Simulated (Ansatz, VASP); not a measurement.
## Re in VASP and in Ansatz

```
Re
1.0
     2.76080    0.00000    0.00000
    -1.38040    2.39092    0.00000
     0.00000    0.00000    4.45820
Re
2
Direct
  0.33936 0.67148 0.24238
  0.67272 0.33819 0.75834
```

Alike in both runs: functional PBE; k mesh 7 × 7 × 4; occupations methfessel-paxton of order 1, width 0.1 eV; no spin polarisation.

Ansatz relaxed the structure, and its values are those at the end. VASP's run is a single point on that final structure, the one shown.

```csv
,VASP,Ansatz
version,VASP 6.6.1,Ansatz 0.2.0
potentials or method,"VASP PAW PBE potentials, release 64 (Re), cutoff 600 eV","plane waves, PAW"
valence electrons in the cell,14,30
```

VASP gave:

| Property | Result |
| --- | --- |
| gap on the k mesh at the Fermi level (eV) | none |
| rms of the force components (eV/Å) | 0.018 |

Problem. What did Ansatz give for the same quantities?

Solution. gap on the k mesh at the Fermi level (eV): none; rms of the force components (eV/Å): 0.001.

A gap of «none» marks a metal or a gap that the smearing closes. VASP's potentials hold 14 valence electrons a cell and Ansatz's 30, so a difference there can come from the potentials and not from the codes.

The k mesh is coarse, so the values compare programs but aren't converged. Neither program's run includes spin-orbit coupling.
